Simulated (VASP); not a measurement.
# Ni (Fm-3m) in VASP: a series of runs

Runs on Ni. Level: PBE. Tasks: single point.

All numbers are computed with VASP 6.6.1; they aren't measurements. Logs are shortened: lines on timing, memory, paths and dates and some standing lists are left out, and cuts for length are marked.

## 1. The cell of the first run

It takes space group Fm-3m (No. 225, cubic). The conventional cell has a = 3.536 Å, b = 3.536 Å, c = 3.536 Å, α = 90.00°, β = 90.00°, γ = 90.00°. Within 3.3 Å of Ni (site symmetry m-3m) lie 12 Ni at 2.50 Å.

## 2. Single point, PBE

File INCAR:

```
SYSTEM = Ni
PREC = Accurate
ENCUT = 600
EDIFF = 1E-6
ISMEAR = 1
SIGMA = 0.15
LREAL = .False.
LASPH = .True.
NELM = 120
ALGO = Normal
ISIF = 2
LWAVE = .False.
LCHARG = .True.
GGA = PE
LELF = .True.
LVHAR = .True.
NBANDS = 11
GGA_COMPAT = .False.
```

File KPOINTS:

```
Automatic mesh
0
Gamma
  14 14 14
  0 0 0
```

File POSCAR:

```
Ni
1.0
    0.0000000000      1.7678000000      1.7678000000
    1.7678000000      0.0000000000      1.7678000000
    1.7678000000      1.7678000000      0.0000000000
Ni
1
Direct
    0.0000000000      0.0000000000      0.0000000000
```

Potentials or basis: VASP PAW PBE potentials, release 64 (Ni).

On the command line:

```
> cat potpaw_PBE.64/Ni/POTCAR > POTCAR
> mpirun -np 1 vasp_std > vasp.out
```

OUTCAR:

```text
SYSTEM = Ni
   PREC = Accurate
   ENCUT = 600
   EDIFF = 1E-6
   ISMEAR = 1
   LREAL = .False.
   LASPH = .True.
   NELM = 120
   ISIF = 2
   GGA = PE

 ion  position               nearest neighbor table
   1  0.000  0.000  0.000-

  LATTYP: Found a face centered cubic cell.
 ALAT       =     3.5356000000

  Lattice vectors:

 A1 = (   0.0000000000,   1.7678000000,   1.7678000000)
 A2 = (   1.7678000000,   0.0000000000,   1.7678000000)
 A3 = (   1.7678000000,   1.7678000000,   0.0000000000)

Analysis of symmetry for initial positions (statically):
=====================================================================
 Subroutine PRICEL returns:
 Original cell was already a primitive cell.

 Routine SETGRP: Setting up the symmetry group for a
 face centered cubic supercell.

 Subroutine GETGRP returns: Found 48 space group operations
 (whereof 48 operations were pure point group operations)
 out of a pool of 48 trial point group operations.

The static configuration has the point symmetry O_h .

Analysis of symmetry for dynamics (positions and initial velocities):
=====================================================================
 Subroutine PRICEL returns:
 Original cell was already a primitive cell.

 Routine SETGRP: Setting up the symmetry group for a
 face centered cubic supercell.

 Subroutine GETGRP returns: Found 48 space group operations
 (whereof 48 operations were pure point group operations)
 out of a pool of 48 trial point group operations.

The dynamic configuration has the point symmetry O_h .

 Subroutine INISYM returns: Found 48 space group operations
 (whereof 48 operations are pure point group operations),
 and found     1 'primitive' translations

----------------------------------------------------------------------------------------

                                     Primitive cell

  volume of cell :      11.0492

  direct lattice vectors                    reciprocal lattice vectors
     0.000000000  1.767800000  1.767800000    -0.282837425  0.282837425  0.282837425
     1.767800000  0.000000000  1.767800000     0.282837425 -0.282837425  0.282837425
     1.767800000  1.767800000  0.000000000     0.282837425  0.282837425 -0.282837425

  length of vectors
     2.500046736  2.500046736  2.500046736     0.489888790  0.489888790  0.489888790

  position of ions in fractional coordinates (direct lattice)
     0.000000000  0.000000000  0.000000000

  ion indices of the primitive-cell ions
   primitive index   ion index
                 1           1

----------------------------------------------------------------------------------------

 KPOINTS: Automatic mesh

Automatic generation of k-mesh.
 Grid dimensions read from file:
 generate k-points for:   14   14   14

 Generating k-lattice:

  Cartesian coordinates                     Fractional coordinates (reciprocal lattice)
    -0.020202673  0.020202673  0.020202673     0.071428571  0.000000000  0.000000000
     0.020202673 -0.020202673  0.020202673     0.000000000  0.071428571  0.000000000
     0.020202673  0.020202673 -0.020202673     0.000000000  0.000000000  0.071428571

  Length of vectors
     0.034992056  0.034992056  0.034992056

  Shift w.r.t. Gamma in fractional coordinates (k-lattice)
     0.000000000  0.000000000  0.000000000

 Subroutine IBZKPT returns following result:
 ===========================================

 Found    104 irreducible k-points:

 Following reciprocal coordinates:
            Coordinates               Weight
  0.000000  0.000000  0.000000      1.000000
  0.071429  0.000000  0.000000      8.000000
  0.142857  0.000000  0.000000      8.000000
  0.214286  0.000000  0.000000      8.000000
  0.285714  0.000000  0.000000      8.000000
  0.357143  0.000000  0.000000      8.000000
[... 16 lines left out ...]
  0.214286  0.142857  0.000000     24.000000
  0.285714  0.142857  0.000000     24.000000
 [... further k-points ...]
   k-points           NKPTS =    104   k-points in BZ     NKDIM =    104   number of bands    NBANDS=     11
   number of dos      NEDOS =    301   number of ions     NIONS =      1
   total plane-waves  NPLWV =   8000
   dimension x,y,z NGX =    20 NGY =   20 NGZ =   20
   dimension x,y,z NGXF=    40 NGYF=   40 NGZF=   40
   ions per type =               1
   NGX,Y,Z   is equivalent  to a cutoff of  13.30, 13.30, 13.30 a.u.
   NGXF,Y,Z  is equivalent  to a cutoff of  26.60, 26.60, 26.60 a.u.
 SYSTEM =  Ni
   PREC   = accura    normal or accurate (medium, high low for compatibility)
   ISTART =      0    job   : 0-new  1-cont  2-samecut
   ICHARG =      2    charge: 1-file 2-atom 10-const
   ISPIN  =      1    spin polarized calculation?
   LNONCOLLINEAR =      F non collinear calculations
   LSORBIT =      F    spin-orbit coupling
   LASPH  =      T    aspherical Exc in radial PAW
   ENCUT  =  600.0 eV  44.10 Ry    6.64 a.u.   4.99  4.99  4.99*2*pi/ulx,y,z
   NELM   =    120;   NELMIN=  2; NELMDL= -5     # of ELM steps
   EDIFF  = 0.1E-05   stopping-criterion for ELM
   LREAL  =      F    real-space projection
   EDIFFG = 0.1E-04   stopping-criterion for IOM
   NSW    =      0    number of steps for IOM
   IBRION =     -1    ionic relax: 0-MD 1-quasi-New 2-CG
   NFREE  =      0    steps in history (QN), initial steepest desc. (CG)
   ISIF   =      2    stress and relaxation
   ISYM   =      2    0-nonsym 1-usesym 2-fastsym
   POTIM  = 0.5000    time-step for ionic-motion
   TEBEG  =    0.0;   TEEND  =   0.0 temperature during run
   PSTRESS=    0.0 pullay stress
   NELECT =      10.0000    total number of electrons
   NUPDOWN=      -1.0000    fix difference up-down
   EMIN   =  10.00;   EMAX   =-10.00  energy-range for DOS
   EFERMI =   0.00;   METHOD = LEGACY
   ISMEAR =     1;   SIGMA  =   0.15  broadening in eV -4-tet -1-fermi 0-gaus
   EFERMI_NEDOS =   21; number of points for ismear=-14 and -15
   IALGO  =     38    algorithm
   IMIX   =      4    mixing-type and parameters
     AMIX     =   0.40;   BMIX     =  1.00
     AMIX_MAG =   1.60;   BMIX_MAG =  1.00
  volume/ion in A,a.u.               =      11.05        74.56
  Fermi-wavevector in a.u.,A,eV,Ry     =   1.583550  2.992475 34.118373  2.507630
  Thomas-Fermi vector in A             =   2.683303
   LORBIT       =      0    0 simple, 1 ext, 2 COOP (PROOUT), +10 PAW based schemes
   GGA     = PE    functional components
   LHFCALC =     F    Hartree Fock is set to
   AEXX    =    0.0000 exact exchange contribution
   IVDW    =     0    specifies the selected vdW correction
   LEPSILON=     F    determine dielectric tensor
   LRPA    =     F    only Hartree local field effects (RPA)
 non-spin polarized calculation
 Methfessel and Paxton  Order N= 1 SIGMA  =   0.15
  energy-cutoff  :      600.00
  volume of cell :       11.05
 maximum number of plane-waves:       378
   NGX =  9   NGY =  9   NGZ =  9

 number of electron      10.0000010 magnetization

 Free energy of the ion-electron system (eV)
  ---------------------------------------------------
  ext. energy  EPLUGINS =         0.00000000
  ---------------------------------------------------
  free energy    TOTEN  =        -5.40985411 eV

  energy without entropy =       -5.40107597  energy(sigma->0) =       -5.40692807

 E-fermi :   8.9359     XC(G=0): -13.1641

 val. band max:        8.9341847213   @ k =  -0.2143   0.1429   0.0000
 cond. band min:       8.9391761212   @ k =   0.5000   0.0000   0.0000
 fundamental gap:      0.0049913999
 Fermi energy:         8.9358680001

 k-point     1 :       0.0000    0.0000    0.0000
  band No.  band energies     occupation
      1       0.2378      2.00000
      2       7.1492      2.00000
      3       7.1492      2.00000
      4       7.1492      2.00000
      5       8.2209      2.00000
      6       8.2209      2.00000
      7      32.6678      0.00000
      8      36.4834      0.00000
      9      36.4834      0.00000
     10      36.4834      0.00000
     11      39.4317      0.00000

 k-point     2 :       0.0714    0.0000    0.0000
  band No.  band energies     occupation
      1       0.4351      2.00000
      2       7.0964      2.00000
      3       7.1930      2.00000
      4       7.1930      2.00000
      5       8.2025      2.00000
      6       8.2025      2.00000
      7      31.9494      0.00000
      8      34.4629      0.00000
      9      36.0415      0.00000
     10      36.0415      0.00000
     11      40.0953      0.00000

 k-point     3 :       0.1429    0.0000    0.0000
  band No.  band energies     occupation
      1       1.0131      2.00000
      2       6.9620      2.00000
      3       7.2935      2.00000
      4       7.2935      2.00000
      5       8.1771      2.00000
      6       8.1771      2.00000
      7      28.9061      0.00000
      8      33.5574      0.00000
      9      35.2850      0.00000
     10      35.2850      0.00000
     11      40.5404      0.00000

 k-point     4 :       0.2143    0.0000    0.0000
  band No.  band energies     occupation
      1       1.9208      2.00000
      2       6.8195      2.00000
      3       7.3570      2.00000
      4       7.3570      2.00000
      5       8.2332      2.00000
      6       8.2332      2.00000
      7      25.2693      0.00000
      8      33.0693      0.00000
      9      34.6256      0.00000
     10      34.6256      0.00000
     11      40.6728      0.00000
[... 239 lines left out ...]
 k-point    22 :       0.1429    0.1429    0.0000
  band No.  band energies     occupation
      1       1.2663      2.00000
      2       6.7885      2.00000
      3       7.4388      2.00000
      4       7.4388      2.00000
      5       7.9034      2.00000
      6       8.3502      2.00000
      7      31.1539      0.00000
      8      31.9776      0.00000
      9      31.9776      0.00000
     10      33.2473      0.00000
     11      39.4238      0.00000

 k-point    23 :       0.2143    0.1429    0.0000
  band No.  band energies     occupation
      1       1.9327      2.00000
      2       6.6156      2.00000
      3       7.5035      2.00000
      4       7.5724      2.00000
      5       7.8832      2.00000
      6       8.4250      2.00002
      7      28.1874      0.00000
      8      30.8185      0.00000
      9      31.4421      0.00000
     10      33.6093      0.00000
     11      37.7636      0.00000

 k-point    24 :       0.2857    0.1429    0.0000
  band No.  band energies     occupation
      1       2.8770      2.00000
      2       6.4693      2.00000
      3       7.3329      2.00000
      4       7.6255      2.00000
      5       8.2152      2.00000
      6       8.5703      2.00305
      7      24.5743      0.00000
      8      30.0152      0.00000
      9      30.7478      0.00000
     10      33.3826      0.00000
     11      38.3555      0.00000

 [... further k-points ...]
[... 5 lines left out ...]
  --------------------------------------------------------------------------------------
  -------------------------------------------------------------------------------------
  Total       -0.2792431     -0.2792431     -0.2792431      0.0000000      0.0000000     -0.0000000
  in kB      -40.4914784    -40.4914784    -40.4914784      0.0000000      0.0000000     -0.0000000
  external PRESSURE =     -40.4914784 kB  Pullay stress =       0.0000000 kB

 VOLUME and BASIS-vectors are now :
 -----------------------------------------------------------------------------
  energy-cutoff  :      600.00
  volume of cell :       11.05
      direct lattice vectors                 reciprocal lattice vectors
     0.000000000  1.767800000  1.767800000    -0.282837425  0.282837425  0.282837425
     1.767800000  0.000000000  1.767800000     0.282837425 -0.282837425  0.282837425
     1.767800000  1.767800000  0.000000000     0.282837425  0.282837425 -0.282837425

 POSITION                                       TOTAL-FORCE (eV/Angst)
 -----------------------------------------------------------------------------------
      0.00000      0.00000      0.00000        -0.000000      0.000000      0.000000
 -----------------------------------------------------------------------------------
    total drift:                                0.000000      0.000000      0.000000

  FREE ENERGIE OF THE ION-ELECTRON SYSTEM (eV)
  ---------------------------------------------------
  free  energy   TOTEN  =        -5.4098541124 eV

  energy  without entropy=       -5.4010759710  energy(sigma->0) =       -5.40692807
```

Run time: 8.1 s. Hardware: 1 thread of Intel Xeon Platinum 8488C (Sapphire Rapids), shared host; peak memory 0.13 GiB.

What came out:

```
Free energy            : -5.4099 eV
Pressure               : -4.0 GPa
Band gap on the k mesh : zero (band 5 reaches 9.12 eV, above the bottom of band 6 at 8.18 eV)
```

Levels at points of the mesh, in eV from the Fermi level:
```
           k point  band 1  band 2  band 3  band 4  band 5  band 6  band 7  band 8  band 9  band 10
(0.00, 0.00, 0.00)   -8.70   -1.79   -1.79   -1.79   -0.71   -0.71   23.73   27.55   27.55    27.55
(0.50, 0.00, 0.00)   -4.30   -1.83   -1.83   -0.07    0.00    0.00    5.99   22.24   24.67    24.67
(0.50, 0.50, 0.00)   -4.15   -3.57   -0.01    0.18    0.18    2.64    9.43   14.91   14.91    19.84
```

Caveat: the run has no spin polarisation, though such a crystal can be magnetic. Spin polarisation is off, so any magnetic state and its effect on volume and gap are missing.

## 3. Single point, PBE

File INCAR:

```
SYSTEM = Ni
PREC = Accurate
ENCUT = 600
EDIFF = 1E-6
ISMEAR = -5
SIGMA = 0.1
LREAL = .FALSE.
LASPH = .TRUE.
NELM = 120
ALGO = Normal
ISIF = 2
LWAVE = .FALSE.
LCHARG = .FALSE.
GGA = PE
NBANDS = 11
GGA_COMPAT = .FALSE.
```

File KPOINTS:

```
Automatic mesh
0
G
  14 14 14
  0 0 0
```

POSCAR is that of step 2.

Potentials or basis: VASP PAW PBE potentials, release 64 (Ni).

On the command line:

```
> cat potpaw_PBE.64/Ni/POTCAR > POTCAR
> mpirun -np 1 vasp_std > vasp.out
```

Wall time 8.2 s (1 thread of Intel Xeon Platinum 8488C (Sapphire Rapids), shared host); peak memory 0.13 GiB.

It converged, with:

| Item | Value |
| --- | --- |
| Free energy | -5.4105 eV |
| Pressure | -4.2 GPa |
| Band gap on the k mesh | zero (band 5 reaches 9.13 eV, above the bottom of band 6 at 8.19 eV) |

Levels at points of the mesh, in eV from the Fermi level:
```csv
k point,band 2,band 3,band 4,band 5,band 6,band 7,band 8,band 9
"(0.00, 0.00, 0.00)",-1.78,-1.78,-1.78,-0.71,-0.71,23.73,27.54,27.54
"(0.50, 0.00, 0.00)",-1.83,-1.83,-0.08,0.01,0.01,5.99,22.23,24.67
"(0.50, 0.50, 0.00)",-3.57,-0.01,0.19,0.19,2.64,9.43,14.90,14.90
```

Caveat: the run has no spin polarisation, though such a crystal can be magnetic; tetrahedron occupations give inexact forces and stress in metals. Spin polarisation is off, so any magnetic state and its effect on volume and gap are missing.
